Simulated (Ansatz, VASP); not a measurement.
**C in VASP and in Ansatz**

Contents of INCAR:

```
PREC = Accurate
ENCUT = 600
EDIFF = 1E-6
ISMEAR = -1
SIGMA = 0.03
LREAL = F
LASPH = T
NELM = 120
ALGO = Normal
ISIF = 2
LWAVE = F
LCHARG = F
GGA = CA
NBANDS = 11
GGA_COMPAT = F
```

Contents of KPOINTS:

```
regular mesh
0
Gamma
  16 16 16
```

The input POSCAR:

```
C
1.0
    0.0178340000      1.7923170000      1.7923170000
    1.7923170000      0.0178340000      1.7923170000
    1.7923170000      1.7923170000      0.0178340000
C
2
Direct
    0.5000000000      0.5000000000      0.5000000000
    0.7500000000      0.7500000000      0.7500000000
```

Input for Ansatz:

```yaml
crystal:
  lattice:
    - [0.017834, 1.792317, 1.792317]
    - [1.792317, 0.017834, 1.792317]
    - [1.792317, 1.792317, 0.017834]
  atoms:
    - { symbol: C, position: [0.5, 0.5, 0.5] }
    - { symbol: C, position: [0.75, 0.75, 0.75] }
kpoints:
  mp_grid: { grid: [16, 16, 16] }
  band_path:
    path:
      - [0.0, 0.0, 0.0]
      - [0.5, 0.5, 0.5]
      - [0.247543133, 0.5, 0.752456867]
      - [-0.247543133, 0.247543133, 0.5]
      - [0.0, 0.0, 0.5]
      - [0.0, 0.0, 0.0]
      - [-0.3737715665, 0.0, 0.3737715665]
      - [0.0, 0.3737715665, 0.6262284335]
      - [0.0, 0.5, 0.5]
    npoints: 5
scf:
  occupations: { method: fermi_dirac, width: 0.03 }
hamiltonian:
  xc: lda
  pseudopotentials: { kind: all_electron, lapw: { basis_error: 0.00025 } }
output:
  forces: true
  stress: true
  eigenvalues: true
```

Change from the starting cell: equal xy, yz and zx shear strains of +1 %.

Alike in both runs: task single point; functional LDA; k mesh 16 × 16 × 16; occupations fermi-dirac, width 0.03 eV; no spin polarisation.

|  | VASP | Ansatz |
| --- | --- | --- |
| version | VASP 6.6.1 | Ansatz 0.2.0 |
| potentials or method | VASP PAW LDA potentials, release 64 (C), cutoff 600 eV | all-electron LAPW, scalar-relativistic |

|  | VASP | Ansatz | Ansatz less VASP |
| --- | --- | --- | --- |
| gap on the k mesh at the Fermi level (eV) | 4.09 | 4.09 | +0.005 |
| pressure (GPa) | -12.2 | -12.8 | -0.62 |
| traceless stress, the component that is largest in VASP (GPa) | -5.53 | -5.51 | +0.018 |
| rms of the force components (eV/Å) | 0.020 | 0.018 | -0.0025 |

LDA's correlation is that of Perdew and Zunger in VASP and of Perdew and Wang (1992) in Ansatz. Atom by atom the forces differ by 0.003 eV/Å (rms over components). Ansatz ran all-electron here, and VASP with PAW potentials.
